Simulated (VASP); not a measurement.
A run of VASP 6.6.1 is set up as follows.

POSCAR

```
C
1.0
    2.5851348793      0.0000000000      0.0000000000
   -1.2925674396      2.2387924777      0.0000000000
    0.0000000000      0.0000000000      8.2803246060
C
8
Direct
    0.0000000000      0.0000000000      0.0929334766
    0.0000000000      0.0000000000      0.5929334766
    0.0000000000      0.0000000000      0.4070665234
    0.0000000000      0.0000000000      0.9070665234
    0.3333333333      0.6666666667      0.1554962099
    0.6666666667      0.3333333333      0.6554962099
    0.3333333333      0.6666666667      0.3445037901
    0.6666666667      0.3333333333      0.8445037901
```

The input INCAR.step1:

```
SYSTEM = C
  PREC = Accurate
  ENCUT = 520
  ISMEAR = 0
  SIGMA = 0.05
  LREAL = .FALSE.
  LASPH = .TRUE.
  NELM = 100
  NBANDS = 26
  GGA = PE
  ALGO = Normal
  EDIFF = 1E-4
  LWAVE = .TRUE.
  LCHARG = .FALSE.
```

INCAR.step2

```
SYSTEM = C
  PREC = Accurate
  ENCUT = 520
  EDIFF = 1E-7
  ISMEAR = 0
  SIGMA = 0.05
  LREAL = .FALSE.
  LASPH = .TRUE.
  NELM = 100
  ALGO = Normal
  ISIF = 2
  LWAVE = .FALSE.
  LCHARG = .TRUE.
  METAGGA = R2SCAN
  LMIXTAU = .TRUE.
  LELF = .TRUE.
  LVHAR = .TRUE.
  NBANDS = 26
  ISTART = 1
```

The input KPOINTS:

```
Automatic mesh
0
G
  12 12 4
  0 0 0
```

Potentials or basis: VASP PAW PBE potentials, release 64 (C).

The run is started by

```console
$ cat potpaw_PBE.64/C/POTCAR > POTCAR
$ cp INCAR.step1 INCAR
$ mpirun -np 1 vasp_std > vasp.out
$ cp INCAR.step2 INCAR
$ mpirun -np 1 vasp_std > vasp.out
```

Q: Predict the pressure.

A: -22.5 GPa.

Q: Estimate the largest force.

A: 0.062 eV/Å.

Q: What does it give for the band gap on the k mesh?

A: 4.28 eV (least direct gap 5.07 eV).

Stress tensor (GPa, compression positive):
```
-33.48   0.00   0.00
  0.00 -33.48   0.00
  0.00   0.00  -0.55
```

Caveat: the cell differs from its parent crystal (strain +0.0300 x Voigt [1, 1, 0, 0, 0, 0]); the stress differs along the axes, from -33 to -1 GPa; the PAW data sets were made with another functional, which shifts forces and pressure a little. A k mesh can miss the band edges.
